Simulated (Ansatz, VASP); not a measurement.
CsSn2: VASP beside Ansatz

```
CELL_PARAMETERS angstrom
2.34417 1.35341 7.14582
-2.34417 1.35341 7.14582
0.00000 -2.70682 7.14582
ATOMIC_POSITIONS crystal
Cs 0.00000 0.00000 0.00000
Sn 0.80773 0.80773 0.80773
Sn 0.19227 0.19227 0.19227
```

Alike in both runs: functional PBE; k mesh 6 × 6 × 6; occupations gaussian, width 0.1 eV; no spin polarisation.

Ansatz relaxed the structure, and its values are those at the end. VASP's run is a single point on that final structure, the one shown.

|  | VASP | Ansatz |
| --- | --- | --- |
| version | VASP 6.6.1 | Ansatz 0.2.0 |
| potentials or method | VASP PAW PBE potentials, release 64 (Cs_sv, Sn_d), cutoff 520 eV | scalar-relativistic, plane waves, PAW |
| valence electrons in the cell | 37 | 37 |

|  | VASP | Ansatz | Ansatz less VASP |
| --- | --- | --- | --- |
| gap on the k mesh at the Fermi level (eV) | none | none | - |
| pressure (GPa) | 0.0 | 0.0 | +0.01 |

A gap of «none» marks a metal or a gap that the smearing closes. The functional is the same, so the differences come from potentials, cutoffs and numerics.

Neither program's run includes spin-orbit coupling.
